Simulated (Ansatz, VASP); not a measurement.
MgO2: VASP beside Ansatz

```
Mg O
1.0
     1.60476    0.92651    3.49398
    -1.60476    0.92651    3.49398
     0.00000   -1.85302    3.49398
Mg O
1 2
Direct
  0.00000 0.00000 0.00000
  0.42940 0.42940 0.42940
  0.57060 0.57060 0.57060
```

Alike in both runs: functional PBEsol; k mesh 12 × 12 × 12; occupations gaussian, width 0.02 eV; no spin polarisation.

Ansatz relaxed the structure, and its values are those at the end. VASP's run is a single point on that final structure, the one shown.

|  | VASP | Ansatz |
| --- | --- | --- |
| version | VASP 6.6.1 | Ansatz 0.2.0 |
| potentials or method | VASP PAW PBE potentials, release 64 (Mg, O), cutoff 600 eV | scalar-relativistic, plane waves, PAW |
| valence electrons in the cell | 14 | 22 |

```csv
,VASP,Ansatz,Ansatz less VASP
gap on the k mesh at the Fermi level (eV),2.30,2.33,+0.028
least direct gap on the mesh (eV),2.30,2.33,+0.028
pressure (GPa),-4.8,-4.5,+0.32
rms of the force components (eV/Å),0.089,0.002,-0.0864
```

VASP's potentials were made for PBE, not for PBEsol. With one functional, cell and mesh, what is left measures potentials, basis and numerics. VASP's potentials hold 14 valence electrons a cell and Ansatz's 22, so a difference there can come from the potentials and not from the codes. Ansatz's warnings: stress scf threshold loose.
